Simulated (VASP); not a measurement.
Runs of VASP 6.6.1 on AlAu2. The structure is that of space group I4/mmm (No. 139), or close to it. The cells are those of the table. 

```tsv
cell	further INCAR settings	gap on the mesh (eV)	pressure (GPa)	largest force (eV/Å)
a = 4.807 Å, angles 140.2, 140.2, 57.5°, 3 atoms	ALGO = Fast; EDIFF = 1e-06; NBANDS = 20	none	9.9	0.28
a = 4.641 Å, angles 137.4, 137.4, 61.8°, 3 atoms	ALGO = Fast; EDIFF = 1e-06; NBANDS = 20	none	13.3	1.83
a = 4.729 Å, angles 138.7, 138.7, 59.9°, 3 atoms	ALGO = Fast; EDIFF = 1e-07; NBANDS = 20	none	(b)	0.98
a = 4.897 Å, angles 141.4, 141.4, 55.8°, 3 atoms	ALGO = Fast; EDIFF = 1e-06; NBANDS = 20	none	7.6	0.15
a = 4.989 Å, angles 142.5, 142.5, 54.0°, 3 atoms	ALGO = Fast; EDIFF = 1e-06; NBANDS = 20	none	(a)	0.43
```

Alike in all rows: task single point; level LDA; potentials or basis VASP PAW LDA potentials, release 64 (Al, Au); no spin polarisation; k mesh 16 × 16 × 16; cutoff (eV) 520; smearing gaussian 0.15 eV.

**Question.** Fill in the values left out.

**Answer.** (a) 6.1; (b) 9.1.

Caveats: spin-orbit coupling is left out, which moves the levels of the heavy elements; the cell stands under pressure (at least some runs); the stress differs along the axes, from 7 to 26 GPa (at least some runs); forces of over 1 eV/Å act on the atoms, so gaps and moduli don't describe the material at rest (at least some runs); the stress differs along the axes, from 5 to 17 GPa (at least some runs); the stress differs along the axes, from 2 to 8 GPa (at least some runs).

A k mesh can miss the band edges, and the runs leave out spin-orbit coupling on Au.

A gap of «none» marks levels without a gap at the run's occupations.
